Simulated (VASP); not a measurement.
A run of VASP 6.6.1:

File INCAR:

```
SYSTEM = YN
PREC = Accurate ; ENCUT = 600
EDIFF = 1E-6 ; ISMEAR = -1
SIGMA = 0.03 ; LREAL = .FALSE.
LASPH = .TRUE. ; NELM = 120
ALGO = Normal ; ISIF = 2
LWAVE = .FALSE. ; LCHARG = .FALSE.
GGA = CA ; NBANDS = 15
GGA_COMPAT = .FALSE.
```

KPOINTS

```
Automatic mesh
0
G
  9 9 9
  0 0 0
```

The input POSCAR:

```
YN
1.0
    0.0000000000      2.4863258675      2.4863258675
    2.4863258675      0.0000000000      2.4863258675
    2.4863258675      2.4863258675      0.0000000000
Y N
1 1
Direct
    0.0000000000      0.0000000000      0.0000000000
    0.5000000000      0.5000000000      0.5000000000
```

Potentials or basis: VASP PAW LDA potentials, release 64 (Y_sv, N).

Run with:

```sh
$ cat potpaw_LDA.64/Y_sv/POTCAR potpaw_LDA.64/N/POTCAR > POTCAR
$ mpirun -np 1 vasp_std > vasp.out
```

Hardware: 1 thread of AMD EPYC 7R43 64-Core Processor (Zen 3), on a shared host.

Question: How long does it take, and how much memory?

Answer: Run time: 23 s on 1 thread of AMD EPYC 7R43 64-Core Processor (Zen 3) (shared host), peak memory 0.13 GiB. Counts: scf iterations 13, k points 35.
